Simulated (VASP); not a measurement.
# K4Mg3ZnF12 (P1) in VASP: single point with HSE06

Aim: the single point of K4Mg3ZnF12 with HSE06.

Everything below comes from runs of VASP 6.6.1. Logs are shortened: lines on timing, memory, paths and dates and some standing lists are left out, and cuts for length are marked.

## Step 1: The cell of the first run

The typed cell holds 40 atoms: a = 8.015 Å, b = 8.015 Å, c = 8.015 Å, α = 90.00°, β = 90.00°, γ = 90.00°.

## Step 2: Single point, HSE06

POSCAR

```
K4Mg3ZnF12
1.0
    8.0147120000      0.0000000000      0.0000000000
    0.0000000000      8.0147120000      0.0000000000
    0.0000000000      0.0000000000      8.0147120000
K Mg Zn F
8 6 2 24
Direct
    0.0003680000      0.9997020000      0.0001590000
    0.0002170000      0.9997340000      0.5005870000
    0.0002140000      0.4998820000      0.0003730000
    0.0000260000      0.4997940000      0.5003560000
    0.4997930000      0.9999020000      0.9999490000
    0.4999440000      0.9999660000      0.5007560000
    0.5000120000      0.4997200000      0.0002430000
    0.5000590000      0.4996110000      0.5004060000
    0.2501070000      0.2498520000      0.2503030000
    0.2501560000      0.7498190000      0.2503900000
    0.7501290000      0.2497610000      0.2503820000
    0.7500840000      0.2498580000      0.7503410000
    0.7500250000      0.7499290000      0.2503320000
    0.7500690000      0.7497540000      0.7503790000
    0.2500480000      0.2497870000      0.7503230000
    0.2501190000      0.7497170000      0.7502930000
    0.2502390000      0.2504670000      0.0032600000
    0.2500870000      0.2495250000      0.4972500000
    0.2498780000      0.7498190000      0.0032640000
    0.2501840000      0.7501320000      0.4973230000
    0.7502020000      0.2496010000      0.0004980000
    0.7500900000      0.2498070000      0.5002400000
    0.7503640000      0.7499130000      0.0004890000
    0.7499750000      0.7496220000      0.5002470000
    0.9999340000      0.2494330000      0.2502880000
    0.9971200000      0.2499660000      0.7501040000
    0.9999370000      0.7503190000      0.2505000000
    0.9970780000      0.7489800000      0.7500450000
    0.5003000000      0.2502600000      0.2502720000
    0.5031430000      0.2492990000      0.7503400000
    0.5001990000      0.7494700000      0.2500240000
    0.5030650000      0.7502120000      0.7506890000
    0.2505480000      0.9998430000      0.2498950000
    0.2497530000      0.9998350000      0.7505580000
    0.2497100000      0.4999010000      0.2503770000
    0.2506930000      0.4997860000      0.7498060000
    0.7496890000      0.9997930000      0.2505210000
    0.7506660000      0.9997160000      0.7503250000
    0.7504930000      0.4998540000      0.2503000000
    0.7495210000      0.4997100000      0.7505380000
```

INCAR.step1

```
ALGO     = Normal         # electronic algorithm
EDIFF    = 1E-5           # SCF threshold, eV
ENCUT    = 520            # plane-wave cutoff, eV
GGA      = PE             # functional
ISIF     = 2              # what is computed and relaxed
ISMEAR   = -1             # smearing method
ISYM     = 0            
LASPH    = T              # aspherical terms in the spheres
LCHARG   = F              # write CHGCAR
LREAL    = Auto         
LUSENCCL = F            
LWAVE    = T              # write WAVECAR
NBANDS   = 164            # bands
NELM     = 60             # most SCF steps
PREC     = Accurate       # precision mode
SIGMA    = 0.05           # smearing width, eV
```

INCAR.step2

```
ALGO     = Normal         # electronic algorithm
EDIFF    = 1E-6           # SCF threshold, eV
ENCUT    = 520            # plane-wave cutoff, eV
GGA      = PE             # functional
HFSCREEN = 0.2079         # screening, 1/A
ISIF     = 2              # what is computed and relaxed
ISMEAR   = -1             # smearing method
ISTART   = 1            
ISYM     = 0            
LASPH    = T              # aspherical terms in the spheres
LCHARG   = F              # write CHGCAR
LHFCALC  = T              # exact exchange
LREAL    = Auto         
LUSENCCL = F            
LWAVE    = F              # write WAVECAR
NBANDS   = 164            # bands
NELM     = 60             # most SCF steps
PREC     = Accurate       # precision mode
PRECFOCK = Fast         
SIGMA    = 0.05           # smearing width, eV
```

KPOINTS

```
Automatic mesh
0
Gamma
  1 1 1
  0.25 0.25 0.25
```

Potentials or basis: VASP PAW PBE potentials, release 64 (K_sv, Mg, Zn, F).

Launch:

```sh
cat potpaw_PBE.64/K_sv/POTCAR potpaw_PBE.64/Mg/POTCAR potpaw_PBE.64/Zn/POTCAR potpaw_PBE.64/F/POTCAR > POTCAR
cp INCAR.step1 INCAR
mpirun -np 1 vasp_std > vasp.out
cp INCAR.step2 INCAR
mpirun -np 1 vasp_std > vasp.out
```

OUTCAR:

```text
EDIFF = 1E-6
   ENCUT = 520
   GGA = PE
   HFSCREEN = 0.2079
   ISIF = 2
   ISMEAR = -1
   ISTART = 1
   ISYM = 0
   LASPH = T
   LHFCALC = T
   LREAL = Auto
   NELM = 60
   PREC = Accurate
   PRECFOCK = Fast

 ion  position               nearest neighbor table
   1  0.000  1.000  0.000-  34 2.83  19 2.83  38 2.83  27 2.83  23 2.83  25 2.83  33 2.83  21 2.83
                            26 2.84  17 2.84  28 2.84  37 2.84  10 3.47  14 3.47   9 3.47  12 3.47
   2  0.000  1.000  0.501-  38 2.83  27 2.83  34 2.83  20 2.83  18 2.83  26 2.83  25 2.83  22 2.83
                            28 2.83  24 2.84  37 2.84  33 2.84  14 3.47  12 3.47  10 3.47  13 3.47
   3  0.000  0.500  0.000-  28 2.83  17 2.83  35 2.83  19 2.83  39 2.83  23 2.83  26 2.83  21 2.84
                            25 2.84  40 2.84  27 2.84  36 2.84   9 3.47  10 3.47  14 3.47  12 3.47
   4  0.000  0.500  0.500-  28 2.83  39 2.83  26 2.83  35 2.83  24 2.83  22 2.83  36 2.83  18 2.84
                            27 2.84  25 2.84  20 2.84  40 2.84  12 3.47  11 3.47  14 3.47   9 3.47
   5  0.500  1.000  1.000-  32 2.83  30 2.83  33 2.83  34 2.83  19 2.83  21 2.83  17 2.83  37 2.84
                            38 2.84  31 2.84  23 2.84  29 2.84  12 3.47   9 3.47  14 3.47  10 3.47
   6  0.500  1.000  0.501-  30 2.83  18 2.83  20 2.83  32 2.83  37 2.83  22 2.83  34 2.83  33 2.84
                            38 2.84  24 2.84  29 2.84  31 2.84  12 3.47  14 3.47   9 3.47  10 3.47
   7  0.500  0.500  0.000-  17 2.83  40 2.83  29 2.83  31 2.83  36 2.83  32 2.83  19 2.84  21 2.84
                            30 2.84  35 2.84  39 2.84  23 2.84   9 3.47  12 3.47  14 3.47  10 3.47
   8  0.500  0.500  0.500-  36 2.83  29 2.83  40 2.83  22 2.83  24 2.83  18 2.83  31 2.83  30 2.84
                            35 2.84  20 2.84  39 2.84  32 2.84  12 3.47   9 3.47  11 3.47  14 3.47
   9  0.250  0.250  0.250-  18 1.98  17 1.98  33 2.00  35 2.00  25 2.01  29 2.01   8 3.47   7 3.47
                             3 3.47   5 3.47   1 3.47   4 3.47   6 3.47   2 3.47
  10  0.250  0.750  0.250-  20 1.98  19 1.98  35 2.00  33 2.00  31 2.00  27 2.01   3 3.47   1 3.47
                             2 3.47   7 3.47   4 3.47   8 3.47   5 3.47   6 3.47
  11  0.750  0.250  0.250-  25 2.00  29 2.00  22 2.00  21 2.00  37 2.00  39 2.00   4 3.47   8 3.47
                             3 3.47   7 3.47   2 3.47   6 3.47   1 3.47   5 3.47
[... 30 lines left out ...]
  39  0.750  0.500  0.250-  13 2.00  11 2.00   4 2.83   3 2.83   7 2.84   8 2.84
  40  0.750  0.500  0.751-  12 2.00  14 2.00   7 2.83   8 2.83   3 2.84   4 2.84

IMPORTANT INFORMATION: All symmetrisations will be switched off!
NOSYMM: (Re-)initialisation of all symmetry stuff for point group C_1.

----------------------------------------------------------------------------------------

                                     Primitive cell

  volume of cell :     514.8299

  direct lattice vectors                    reciprocal lattice vectors
     8.014712000  0.000000000  0.000000000     0.124770547  0.000000000  0.000000000
     0.000000000  8.014712000  0.000000000     0.000000000  0.124770547  0.000000000
     0.000000000  0.000000000  8.014712000     0.000000000  0.000000000  0.124770547

  length of vectors
     8.014712000  8.014712000  8.014712000     0.124770547  0.124770547  0.124770547

  position of ions in fractional coordinates (direct lattice)
     0.000368000  0.999702000  0.000159000
     0.000217000  0.999734000  0.500587000
     0.000214000  0.499882000  0.000373000
     0.000026000  0.499794000  0.500356000
     0.499793000  0.999902000  0.999949000
     0.499944000  0.999966000  0.500756000
[... 32 lines left out ...]
     0.750493000  0.499854000  0.250300000
     0.749521000  0.499710000  0.750538000

  ion indices of the primitive-cell ions
   primitive index   ion index
                 1           1
                 2           2
                 3           3
                 4           4
                 5           5
                 6           6
[... 32 lines left out ...]
                39          39
                40          40

----------------------------------------------------------------------------------------

 KPOINTS: Automatic mesh

Automatic generation of k-mesh.
 Grid dimensions read from file:
 generate k-points for:    1    1    1

 Generating k-lattice:

  Cartesian coordinates                     Fractional coordinates (reciprocal lattice)
     0.124770547  0.000000000  0.000000000     1.000000000  0.000000000  0.000000000
     0.000000000  0.124770547  0.000000000     0.000000000  1.000000000  0.000000000
     0.000000000  0.000000000  0.124770547     0.000000000  0.000000000  1.000000000

  Length of vectors
     0.124770547  0.124770547  0.124770547

  Shift w.r.t. Gamma in fractional coordinates (k-lattice)
     0.250000000  0.250000000  0.250000000

 Subroutine IBZKPT returns following result:
 ===========================================

 Found      4 irreducible k-points:

 Following reciprocal coordinates:
            Coordinates               Weight
  0.250000  0.250000  0.250000      2.000000
 -0.250000  0.250000  0.250000      2.000000
 -0.250000 -0.250000  0.250000      2.000000
  0.250000 -0.250000  0.250000      2.000000
   k-points           NKPTS =      4   k-points in BZ     NKDIM =      8   number of bands    NBANDS=    164
   number of dos      NEDOS =    301   number of ions     NIONS =     40
   total plane-waves  NPLWV = 216000
   dimension x,y,z NGX =    60 NGY =   60 NGZ =   60
   dimension x,y,z NGXF=   120 NGYF=  120 NGZF=  120
   ions per type =               8   6   2  24
   NGX,Y,Z   is equivalent  to a cutoff of  12.45, 12.45, 12.45 a.u.
   NGXF,Y,Z  is equivalent  to a cutoff of  24.89, 24.89, 24.89 a.u.
 SYSTEM =  unknown system
   PREC   = accura    normal or accurate (medium, high low for compatibility)
   ISTART =      1    job   : 0-new  1-cont  2-samecut
   ICHARG =      0    charge: 1-file 2-atom 10-const
   ISPIN  =      1    spin polarized calculation?
   LNONCOLLINEAR =      F non collinear calculations
   LSORBIT =      F    spin-orbit coupling
   LASPH  =      T    aspherical Exc in radial PAW
   ENCUT  =  520.0 eV  38.22 Ry    6.18 a.u.  14.90 14.90 14.90*2*pi/ulx,y,z
   NELM   =     60;   NELMIN=  2; NELMDL=  0     # of ELM steps
   EDIFF  = 0.1E-05   stopping-criterion for ELM
   LREAL  =      T    real-space projection
   EDIFFG = 0.1E-04   stopping-criterion for IOM
   NSW    =      0    number of steps for IOM
   IBRION =     -1    ionic relax: 0-MD 1-quasi-New 2-CG
   NFREE  =      0    steps in history (QN), initial steepest desc. (CG)
   ISIF   =      2    stress and relaxation
   ISYM   =      0    0-nonsym 1-usesym 2-fastsym
   POTIM  = 0.5000    time-step for ionic-motion
   TEBEG  =    0.0;   TEEND  =   0.0 temperature during run
   PSTRESS=    0.0 pullay stress
   NELECT =     276.0000    total number of electrons
   NUPDOWN=      -1.0000    fix difference up-down
   EMIN   =  10.00;   EMAX   =-10.00  energy-range for DOS
   EFERMI =   0.00;   METHOD = LEGACY
   ISMEAR =    -1;   SIGMA  =   0.05  broadening in eV -4-tet -1-fermi 0-gaus
   EFERMI_NEDOS =   21; number of points for ismear=-14 and -15
   IALGO  =     38    algorithm
   IMIX   =      1    mixing-type and parameters
     AMIX     =   0.40;   BMIX     =  1.00
     AMIX_MAG =   1.60;   BMIX_MAG =  1.00
  volume/ion in A,a.u.               =      12.87        86.86
  Fermi-wavevector in a.u.,A,eV,Ry     =   1.329913  2.513171 24.064201  1.768669
  Thomas-Fermi vector in A             =   2.459040
   LORBIT       =      0    0 simple, 1 ext, 2 COOP (PROOUT), +10 PAW based schemes
   GGA     = PE    functional components
   LHFCALC =     T    Hartree Fock is set to
   PRECFOCK=fast      Normal, Fast or Accurate (Low or Medium for compatibility)
   ENCUT4O =  -1.0   cutoff for four orbital integrals eV
   NKREDX  =     1    reduce k-point grid by
   NKREDY  =     1    reduce k-point grid by
   NKREDZ  =     1    reduce k-point grid by
   AEXX    =    0.2500 exact exchange contribution
   HFSCREEN=    0.2079 screening length (either q_TF or 0.3 A-1)
   HFSCREENC=   0.2079 screening length for correlation (either q_TF or 0.3 A-1)
   ENCUTFOCK=  -1.0 apply spherical cutoff to Coloumb kernel
   IVDW    =     0    specifies the selected vdW correction
   LEPSILON=     F    determine dielectric tensor
   LRPA    =     F    only Hartree local field effects (RPA)
 non-spin polarized calculation
  energy-cutoff  :      520.00
  volume of cell :      514.83
 maximum number of plane-waves:     13823
  NGX = 32; NGY = 32; NGZ = 32

 number of electron     275.9999767 magnetization

 Free energy of the ion-electron system (eV)
  ---------------------------------------------------
  ext. energy  EPLUGINS =         0.00000000
  ---------------------------------------------------
  free energy    TOTEN  =      -228.49908903 eV

  energy without entropy =     -228.49908903  energy(sigma->0) =     -228.49908903

 E-fermi :  -1.4583     XC(G=0):  -7.9732

 val. band max:       -2.7833611621   @ k =   0.2500  -0.2500   0.2500
 cond. band min:       6.0461288650   @ k =   0.2500  -0.2500   0.2500
 fundamental gap:      8.8294900271
 Fermi energy:        -1.4582744699

 k-point     1 :       0.2500    0.2500    0.2500
  band No.  band energies     occupation
      1     -30.5517      2.00000
      2     -30.5343      2.00000
      3     -30.5331      2.00000
      4     -30.5319      2.00000
      5     -30.5199      2.00000
      6     -30.5186      2.00000
[... 601 lines left out ...]
    149       9.6110      0.00000
    150       9.6655      0.00000
 [bands above 150 left out]

------------------------ aborting loop because EDIFF is reached ----------------------------------------

  FORCE on cell =-STRESS in cart. coord.  units (eV):
  Direction    XX          YY          ZZ          XY          YZ          ZX
  --------------------------------------------------------------------------------------
  -------------------------------------------------------------------------------------
  Total        3.3002947      3.3547024      3.2838749      0.0059425      0.0138817      0.0014243
  in kB       10.2706882     10.4400076     10.2195890      0.0184933      0.0432005      0.0044326
  external PRESSURE =      10.3100949 kB  Pullay stress =       0.0000000 kB

 VOLUME and BASIS-vectors are now :
 -----------------------------------------------------------------------------
  energy-cutoff  :      520.00
  volume of cell :      514.83
      direct lattice vectors                 reciprocal lattice vectors
     8.014712000  0.000000000  0.000000000     0.124770547  0.000000000  0.000000000
     0.000000000  8.014712000  0.000000000     0.000000000  0.124770547  0.000000000
     0.000000000  0.000000000  8.014712000     0.000000000  0.000000000  0.124770547

 POSITION                                       TOTAL-FORCE (eV/Angst)
 -----------------------------------------------------------------------------------
      0.00295      8.01232      0.00127        -0.011227      0.000136      0.010892
      0.00174      8.01258      4.01206        -0.007213     -0.001939     -0.008786
      0.00172      4.00641      0.00299        -0.008339     -0.000911      0.006393
      0.00021      4.00570      4.01021        -0.005652      0.000341     -0.008206
      4.00570      8.01393      8.01430         0.013859     -0.000698      0.015202
      4.00691      8.01444      4.01342         0.009040     -0.003767     -0.010546
[... 32 lines left out ...]
      6.01499      4.00619      2.00608         0.000300     -0.002882      0.000764
      6.00719      4.00503      6.01535         0.000870      0.001195      0.000413
 -----------------------------------------------------------------------------------
    total drift:                                0.014660     -0.028082      0.043095

  FREE ENERGIE OF THE ION-ELECTRON SYSTEM (eV)
  ---------------------------------------------------
  free  energy   TOTEN  =      -228.4990890297 eV

  energy  without entropy=     -228.4990890297  energy(sigma->0) =     -228.49908903
```

It used 820 s of CPU time on 1 × NVIDIA H100 80GB with 1 thread of AMD EPYC 7R13 Processor (Zen 3), on a shared host.

What came out:

| Quantity | Value |
| --- | --- |
| Free energy | -228.4991 eV |
| Pressure | 1.0 GPa |
| Largest force | 0.160 eV/Å |
| Band gap on the k mesh | 8.83 eV |

Forces in eV/Å, atoms in the order of the input:
```
K   -0.011  0.000  0.011
K   -0.007 -0.002 -0.009
K   -0.008 -0.001  0.006
K   -0.006  0.000 -0.008
K    0.014 -0.001  0.015
K    0.009 -0.004 -0.011
K    0.009  0.003  0.009
K    0.008  0.002 -0.008
Mg   0.000  0.000 -0.004
Mg  -0.005  0.007 -0.010
Mg  -0.002  0.000 -0.006
Mg   0.005 -0.010  0.004
Mg   0.003 -0.003 -0.001
Mg   0.001 -0.001  0.000
Zn   0.002  0.006 -0.005
Zn  -0.004  0.003  0.001
F   -0.004 -0.009  0.156
F    0.001  0.005 -0.156
F   -0.001 -0.004  0.155
F    0.001 -0.002 -0.158
F    0.000  0.001  0.006
F   -0.001  0.002 -0.007
F    0.000 -0.001  0.007
F   -0.005  0.001 -0.006
F   -0.002 -0.001  0.002
F   -0.158  0.007  0.003
F   -0.004 -0.002  0.002
F   -0.154  0.009  0.002
F    0.003  0.000  0.003
F    0.151  0.003 -0.003
F    0.009 -0.001  0.005
F    0.160  0.000 -0.009
F    0.000  0.003  0.003
F   -0.003 -0.005  0.002
F    0.000 -0.003  0.006
F    0.002 -0.005  0.001
F   -0.001  0.002  0.002
F   -0.001  0.002 -0.001
F    0.000 -0.003  0.001
F    0.001  0.001  0.000
```

Caveat: the k points lie up to 0.78 Å⁻¹ apart; the PAW data sets were made with another functional, which shifts forces and pressure a little.
